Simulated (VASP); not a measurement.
A run of VASP 6.6.1:

File INCAR:

```
ALGO = Normal
EDIFF = 1E-6
ENCUT = 520
ISIF = 2
ISMEAR = 0
LASPH = True
LCHARG = True
LELF = True
LREAL = False
LVHAR = True
LWAVE = False
NBANDS = 34
NELM = 60
PREC = Accurate
SIGMA = 0.02
```

Contents of KPOINTS:

```
k-points
0
Gamma
  6 6 4
```

The input POSCAR:

```
SiO2
1.0
    4.9787147566      0.0000000000      0.0000000000
   -2.4893573783      4.3116934574      0.0000000000
    0.0000000000      0.0000000000      5.4890205141
Si O
3 6
Direct
    0.0000000000      0.5000000000      0.3333333333
    0.5000000000      0.5000000000      0.6666666667
    0.5000000000      0.0000000000      0.0000000000
    0.5900571399      0.7950285699      0.8333333333
    0.7950285699      0.5900571399      0.5000000000
    0.7950285699      0.2049714301      0.1666666667
    0.4099428601      0.2049714301      0.8333333333
    0.2049714301      0.4099428601      0.5000000000
    0.2049714301      0.7950285699      0.1666666667
```

Potentials or basis: VASP PAW LDA potentials, release 64 (Si, O).

Launch:

```bash
$ cat potpaw_LDA.64/Si/POTCAR potpaw_LDA.64/O/POTCAR > POTCAR
$ mpirun -np 1 vasp_std > vasp.out
```

Hardware: 1 thread of Intel(R) Xeon(R) Platinum 8488C (Sapphire Rapids), with other jobs on the host.

Q: How long does it take, and how much memory?

A: Run time: 56 s on 1 thread of Intel(R) Xeon(R) Platinum 8488C (Sapphire Rapids) (shared host), peak memory 0.22 GiB. Counts: scf iterations 13, k points 21.
